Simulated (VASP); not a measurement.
# Ba2PdBr6 (Fm-3m) in VASP: single point with r2SCAN

Aim: the single point of Ba2PdBr6 with r2SCAN.

Everything below comes from runs of VASP 6.6.1. Logs are shortened: lines on timing, memory, paths and dates and some standing lists are left out, and cuts for length are marked.

### 1 The cell of the first run

Symmetry: Fm-3m, No. 225, cubic system. Conventional cell: a = 9.907 Å, b = 9.907 Å, c = 9.907 Å, α = 90.00°, β = 90.00°, γ = 90.00°. Within 3.3 Å of Pd (site symmetry m-3m) lie 6 Br at 2.48 Å. Within 4.6 Å of Ba (site symmetry -43m) lie 12 Br at 3.50 Å and 4 Pd at 4.29 Å. Within 3.3 Å of Br (site symmetry 4mm) lie 1 Pd at 2.48 Å.

### 2 Single point, r2SCAN

The input, POSCAR:

```
Ba2PdBr6
1.0
    0.0000000000      4.9534050000      4.9534050000
    4.9534050000      0.0000000000      4.9534050000
    4.9534050000      4.9534050000      0.0000000000
Pd Ba Br
1 2 6
Direct
    0.0000000000      0.0000000000      0.0000000000
    0.2500000000      0.2500000000      0.2500000000
    0.7500000000      0.7500000000      0.7500000000
    0.7500000000      0.2500000000      0.2500000000
    0.2500000000      0.7500000000      0.2500000000
    0.2500000000      0.7500000000      0.7500000000
    0.7500000000      0.2500000000      0.7500000000
    0.2500000000      0.2500000000      0.7500000000
    0.7500000000      0.7500000000      0.2500000000
```

The input, INCAR.step1:

```
SYSTEM = Ba2PdBr6
  PREC = Accurate
  ENCUT = 520
  ISMEAR = -1
  SIGMA = 0.1
  LREAL = .False.
  LASPH = .True.
  NELM = 100
  NBANDS = 46
  GGA = PE
  ALGO = Normal
  EDIFF = 1E-4
  LWAVE = .True.
  LCHARG = .False.
```

The input, INCAR.step2:

```
SYSTEM = Ba2PdBr6
  PREC = Accurate
  ENCUT = 520
  EDIFF = 1E-6
  ISMEAR = -1
  SIGMA = 0.1
  LREAL = .False.
  LASPH = .True.
  NELM = 100
  ALGO = Normal
  ISIF = 2
  LWAVE = .False.
  LCHARG = .False.
  METAGGA = R2SCAN
  LMIXTAU = .True.
  NBANDS = 46
  ISTART = 1
```

The input, KPOINTS:

```
Automatic mesh
0
Gamma
  6 6 6
  0 0 0
```

Potentials or basis: VASP PAW PBE potentials, release 64 (Pd, Ba_sv, Br).

Launch:

```
> cat potpaw_PBE.64/Pd/POTCAR potpaw_PBE.64/Ba_sv/POTCAR potpaw_PBE.64/Br/POTCAR > POTCAR
> cp INCAR.step1 INCAR
> mpirun -np 1 vasp_std > vasp.out
> cp INCAR.step2 INCAR
> mpirun -np 1 vasp_std > vasp.out
```

OUTCAR:

```text
SYSTEM = Ba2PdBr6
   PREC = Accurate
   ENCUT = 520
   EDIFF = 1E-6
   ISMEAR = -1
   LREAL = .False.
   LASPH = .True.
   NELM = 100
   ISIF = 2
   METAGGA = R2SCAN
   ISTART = 1

 ion  position               nearest neighbor table
   1  0.000  0.000  0.000-   4 2.48   5 2.48   6 2.48   7 2.48   8 2.48   9 2.48
   2  0.250  0.250  0.250-   4 3.50   5 3.50   8 3.50   6 3.50   7 3.50   8 3.50   5 3.50   6 3.50
                             9 3.50   4 3.50   7 3.50   9 3.50
   3  0.750  0.750  0.750-   6 3.50   7 3.50   9 3.50   4 3.50   5 3.50   9 3.50   4 3.50   7 3.50
                             8 3.50   5 3.50   6 3.50   8 3.50
   4  0.750  0.250  0.250-   1 2.48   2 3.50   3 3.50   3 3.50   2 3.50
   5  0.250  0.750  0.250-   1 2.48   2 3.50   3 3.50   2 3.50   3 3.50
   6  0.250  0.750  0.750-   1 2.48   3 3.50   2 3.50   2 3.50   3 3.50
   7  0.750  0.250  0.750-   1 2.48   3 3.50   2 3.50   3 3.50   2 3.50
   8  0.250  0.250  0.750-   1 2.48   2 3.50   2 3.50   3 3.50   3 3.50
   9  0.750  0.750  0.250-   1 2.48   3 3.50   3 3.50   2 3.50   2 3.50

  LATTYP: Found a face centered cubic cell.
 ALAT       =     9.9068100000

  Lattice vectors:

 A1 = (   0.0000000000,   4.9534050000,   4.9534050000)
 A2 = (   4.9534050000,   0.0000000000,   4.9534050000)
 A3 = (   4.9534050000,   4.9534050000,   0.0000000000)

Analysis of symmetry for initial positions (statically):
=====================================================================
 Subroutine PRICEL returns:
 Original cell was already a primitive cell.

 Routine SETGRP: Setting up the symmetry group for a
 face centered cubic supercell.

 Subroutine GETGRP returns: Found 48 space group operations
 (whereof 48 operations were pure point group operations)
 out of a pool of 48 trial point group operations.

The static configuration has the point symmetry O_h .

Analysis of symmetry for dynamics (positions and initial velocities):
=====================================================================
 Subroutine PRICEL returns:
 Original cell was already a primitive cell.

 Routine SETGRP: Setting up the symmetry group for a
 face centered cubic supercell.

 Subroutine GETGRP returns: Found 48 space group operations
 (whereof 48 operations were pure point group operations)
 out of a pool of 48 trial point group operations.

The dynamic configuration has the point symmetry O_h .

 Subroutine INISYM returns: Found 48 space group operations
 (whereof 48 operations are pure point group operations),
 and found     1 'primitive' translations

----------------------------------------------------------------------------------------

                                     Primitive cell

  volume of cell :     243.0757

  direct lattice vectors                    reciprocal lattice vectors
     0.000000000  4.953405000  4.953405000    -0.100940666  0.100940666  0.100940666
     4.953405000  0.000000000  4.953405000     0.100940666 -0.100940666  0.100940666
     4.953405000  4.953405000  0.000000000     0.100940666  0.100940666 -0.100940666

  length of vectors
     7.005172531  7.005172531  7.005172531     0.174834362  0.174834362  0.174834362

  position of ions in fractional coordinates (direct lattice)
     0.000000000  0.000000000  0.000000000
     0.250000000  0.250000000  0.250000000
     0.750000000  0.750000000  0.750000000
     0.750000000  0.250000000  0.250000000
     0.250000000  0.750000000  0.250000000
     0.250000000  0.750000000  0.750000000
     0.750000000  0.250000000  0.750000000
     0.250000000  0.250000000  0.750000000
     0.750000000  0.750000000  0.250000000

  ion indices of the primitive-cell ions
   primitive index   ion index
                 1           1
                 2           2
                 3           3
                 4           4
                 5           5
                 6           6
                 7           7
                 8           8
                 9           9

----------------------------------------------------------------------------------------

 KPOINTS: Automatic mesh

Automatic generation of k-mesh.
 Grid dimensions read from file:
 generate k-points for:    6    6    6

 Generating k-lattice:

  Cartesian coordinates                     Fractional coordinates (reciprocal lattice)
    -0.016823444  0.016823444  0.016823444     0.166666667  0.000000000  0.000000000
     0.016823444 -0.016823444  0.016823444     0.000000000  0.166666667  0.000000000
     0.016823444  0.016823444 -0.016823444     0.000000000  0.000000000  0.166666667

  Length of vectors
     0.029139060  0.029139060  0.029139060

  Shift w.r.t. Gamma in fractional coordinates (k-lattice)
     0.000000000  0.000000000  0.000000000

 Subroutine IBZKPT returns following result:
 ===========================================

 Found     16 irreducible k-points:

 Following reciprocal coordinates:
            Coordinates               Weight
  0.000000  0.000000  0.000000      1.000000
  0.166667  0.000000  0.000000      8.000000
  0.333333  0.000000  0.000000      8.000000
  0.500000  0.000000  0.000000      4.000000
  0.166667  0.166667  0.000000      6.000000
  0.333333  0.166667  0.000000     24.000000
[... 8 lines left out ...]
 -0.333333  0.333333  0.166667     24.000000
 -0.333333  0.500000  0.166667     12.000000
   k-points           NKPTS =     16   k-points in BZ     NKDIM =     16   number of bands    NBANDS=     46
   number of dos      NEDOS =    301   number of ions     NIONS =      9
   total plane-waves  NPLWV = 157464
   dimension x,y,z NGX =    54 NGY =   54 NGZ =   54
   dimension x,y,z NGXF=   108 NGYF=  108 NGZF=  108
   ions per type =               1   2   6
   NGX,Y,Z   is equivalent  to a cutoff of  12.82, 12.82, 12.82 a.u.
   NGXF,Y,Z  is equivalent  to a cutoff of  25.63, 25.63, 25.63 a.u.
 SYSTEM =  Ba2PdBr6
   PREC   = accura    normal or accurate (medium, high low for compatibility)
   ISTART =      1    job   : 0-new  1-cont  2-samecut
   ICHARG =      0    charge: 1-file 2-atom 10-const
   ISPIN  =      1    spin polarized calculation?
   LNONCOLLINEAR =      F non collinear calculations
   LSORBIT =      F    spin-orbit coupling
   LASPH  =      T    aspherical Exc in radial PAW
   ENCUT  =  520.0 eV  38.22 Ry    6.18 a.u.  13.02 13.02 13.02*2*pi/ulx,y,z
   NELM   =    100;   NELMIN=  2; NELMDL=  0     # of ELM steps
   EDIFF  = 0.1E-05   stopping-criterion for ELM
   LREAL  =      F    real-space projection
   EDIFFG = 0.1E-04   stopping-criterion for IOM
   NSW    =      0    number of steps for IOM
   IBRION =     -1    ionic relax: 0-MD 1-quasi-New 2-CG
   NFREE  =      0    steps in history (QN), initial steepest desc. (CG)
   ISIF   =      2    stress and relaxation
   ISYM   =      2    0-nonsym 1-usesym 2-fastsym
   POTIM  = 0.5000    time-step for ionic-motion
   TEBEG  =    0.0;   TEEND  =   0.0 temperature during run
   PSTRESS=    0.0 pullay stress
   NELECT =      72.0000    total number of electrons
   NUPDOWN=      -1.0000    fix difference up-down
   EMIN   =  10.00;   EMAX   =-10.00  energy-range for DOS
   EFERMI =   0.00;   METHOD = LEGACY
   ISMEAR =    -1;   SIGMA  =   0.10  broadening in eV -4-tet -1-fermi 0-gaus
   EFERMI_NEDOS =   21; number of points for ismear=-14 and -15
   IALGO  =     38    algorithm
   IMIX   =      4    mixing-type and parameters
     AMIX     =   0.40;   BMIX     =  1.00
     AMIX_MAG =   1.60;   BMIX_MAG =  1.00
  volume/ion in A,a.u.               =      27.01       182.26
  Fermi-wavevector in a.u.,A,eV,Ry     =   1.091286  2.062231 16.203241  1.190905
  Thomas-Fermi vector in A             =   2.227528
   LORBIT       =      0    0 simple, 1 ext, 2 COOP (PROOUT), +10 PAW based schemes
   METAGGA = R2SCAN    functional components
   LHFCALC =     F    Hartree Fock is set to
   AEXX    =    0.0000 exact exchange contribution
   IVDW    =     0    specifies the selected vdW correction
   LEPSILON=     F    determine dielectric tensor
   LRPA    =     F    only Hartree local field effects (RPA)
 non-spin polarized calculation
  energy-cutoff  :      520.00
  volume of cell :      243.08
 maximum number of plane-waves:      6574
 NGX is ok and might be reduce to    54
   NGX = 27   NGY = 27   NGZ = 27

 number of electron      71.9999990 magnetization

 Free energy of the ion-electron system (eV)
  ---------------------------------------------------
  ext. energy  EPLUGINS =         0.00000000
  ---------------------------------------------------
  free energy    TOTEN  =      -170.02601571 eV

  energy without entropy =     -169.89192681  energy(sigma->0) =     -169.95897126

 E-fermi :   4.4618     XC(G=0):  -9.8739

 val. band max:        4.4610780758   @ k =   0.5000   0.0000   0.0000
 cond. band min:       4.5207610104   @ k =   0.1667   0.1667   0.0000
 fundamental gap:      0.0596829347
 Fermi energy:         4.4617947594

 k-point     1 :       0.0000    0.0000    0.0000
  band No.  band energies     occupation
      1     -25.4514      2.00000
      2     -25.4372      2.00000
      3     -12.9326      2.00000
      4     -12.0928      2.00000
      5     -12.0928      2.00000
      6     -12.0928      2.00000
[... 38 lines left out ...]
     45       7.2389      0.00000
     46       7.2389      0.00000

 k-point     2 :       0.1667    0.0000    0.0000
  band No.  band energies     occupation
      1     -25.4503      2.00000
      2     -25.4380      2.00000
      3     -12.9082      2.00000
      4     -12.1940      2.00000
      5     -12.0872      2.00000
      6     -12.0872      2.00000
[... 38 lines left out ...]
     45       7.5203      0.00000
     46       7.5203      0.00000

 k-point     3 :       0.3333    0.0000    0.0000
  band No.  band energies     occupation
      1     -25.4475      2.00000
      2     -25.4404      2.00000
      3     -12.8294      2.00000
      4     -12.4106      2.00000
      5     -12.0661      2.00000
      6     -12.0661      2.00000
[... 626 lines left out ...]
     45       8.4998      0.00000
     46       9.0332      0.00000

 k-point    16 :      -0.3333    0.5000    0.1667
  band No.  band energies     occupation
      1     -25.4449      2.00000
      2     -25.4425      2.00000
      3     -12.7393      2.00000
      4     -12.4924      2.00000
      5     -12.2204      2.00000
      6     -12.1570      2.00000
[... 38 lines left out ...]
     45       8.6577      0.00000
     46       9.3668      0.00000

------------------------ aborting loop because EDIFF is reached ----------------------------------------

  FORCE on cell =-STRESS in cart. coord.  units (eV):
  Direction    XX          YY          ZZ          XY          YZ          ZX
  --------------------------------------------------------------------------------------
  -------------------------------------------------------------------------------------
  Total        9.7975353      9.7975353      9.7975353     -0.0000000     -0.0000000     -0.0000000
  in kB       64.5781963     64.5781963     64.5781963     -0.0000000     -0.0000000     -0.0000000
  external PRESSURE =      64.5781963 kB  Pullay stress =       0.0000000 kB

 VOLUME and BASIS-vectors are now :
 -----------------------------------------------------------------------------
  energy-cutoff  :      520.00
  volume of cell :      243.08
      direct lattice vectors                 reciprocal lattice vectors
     0.000000000  4.953405000  4.953405000    -0.100940666  0.100940666  0.100940666
     4.953405000  0.000000000  4.953405000     0.100940666 -0.100940666  0.100940666
     4.953405000  4.953405000  0.000000000     0.100940666  0.100940666 -0.100940666

 POSITION                                       TOTAL-FORCE (eV/Angst)
 -----------------------------------------------------------------------------------
      0.00000      0.00000      0.00000         0.000000     -0.000000      0.000000
      2.47670      2.47670      2.47670         0.000000     -0.000000      0.000000
      7.43011      7.43011      7.43011        -0.000000     -0.000000      0.000000
      2.47670      4.95341      4.95341         1.072576     -0.000000      0.000000
      4.95341      2.47670      4.95341         0.000000      1.072576      0.000000
      7.43011      4.95341      4.95341        -1.072576     -0.000000      0.000000
      4.95341      7.43011      4.95341         0.000000     -1.072576      0.000000
      4.95341      4.95341      2.47670         0.000000     -0.000000      1.072576
      4.95341      4.95341      7.43011         0.000000     -0.000000     -1.072576
 -----------------------------------------------------------------------------------
    total drift:                               -0.000000      0.000000      0.000000

  FREE ENERGIE OF THE ION-ELECTRON SYSTEM (eV)
  ---------------------------------------------------
  free  energy   TOTEN  =      -170.0260157102 eV

  energy  without entropy=     -169.8919268062  energy(sigma->0) =     -169.95897126
```

Run time: 16 min. Hardware: 1 thread of Intel Xeon Platinum 8259CL at 2.50GHz (Skylake/Cascade Lake), shared host; peak memory 0.52 GiB.

What came out:

```
Free energy            : -170.0260 eV
Pressure               : 6.5 GPa
Band gap on the k mesh : zero (bands 36 and 37 overlap by 0.46 eV)
```

Caveat: the cell stands under pressure; the PAW data sets were made with another functional, which shifts forces and pressure a little; spin-orbit coupling is left out, which moves the levels of the heavy elements.
